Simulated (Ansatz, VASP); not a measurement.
**Two plane-wave programs on Ca2C**

Contents of INCAR:

```
PREC = Accurate
ENCUT = 520
EDIFF = 1E-7
ISMEAR = 0
SIGMA = 0.01
LREAL = F
LASPH = T
NELM = 60
ALGO = Normal
ISIF = 2
LWAVE = F
LCHARG = F
GGA = PE
NBANDS = 19
```

File KPOINTS:

```
Automatic mesh
0
Gamma
  6 6 6
```

Contents of POSCAR:

```
Ca2C
1.0
    0.0000000000      3.0776443025      3.0776443025
    3.0776443025      0.0000000000      3.0776443025
    3.0776443025      3.0776443025      0.0000000000
C Ca
1 2
Direct
    0.0000000000      0.0000000000      0.0000000000
    0.2500000000      0.2500000000      0.2500000000
    0.7500000000      0.7500000000      0.7500000000
```

Input for Ansatz:

```yaml
crystal:
  lattice:
    - [0.0, 3.0776443025, 3.0776443025]
    - [3.0776443025, 0.0, 3.0776443025]
    - [3.0776443025, 3.0776443025, 0.0]
  atoms:
    - { symbol: C, position: [0.0, 0.0, 0.0] }
    - { symbol: Ca, position: [0.25, 0.25, 0.25] }
    - { symbol: Ca, position: [0.75, 0.75, 0.75] }
kpoints:
  mp_grid: { grid: [6, 6, 6] }
hamiltonian:
  xc: pbe
scf:
  occupations: { method: fixed }
  n_extra_bands: 4
output:
  forces: true
  stress: true
  eigenvalues: true
```

Alike in both runs: task single point; functional PBE; k mesh 6 × 6 × 6; no spin polarisation.

```csv
,VASP,Ansatz
version,VASP 6.6.1,Ansatz 0.2.0
potentials or method,"VASP PAW PBE potentials, release 64 (C, Ca_sv)","plane waves, PAW"
plane-wave cutoff (eV),520,420
occupations,"gaussian, width 0.01 eV",fixed
valence electrons in the cell,24,24
```

VASP gave:

```
gap on the k mesh at the Fermi level (eV) : 0.15
pressure (GPa)                            : 4.0
```

Which values does Ansatz return?

gap on the k mesh at the Fermi level (eV): 0.15; pressure (GPa): 3.8.
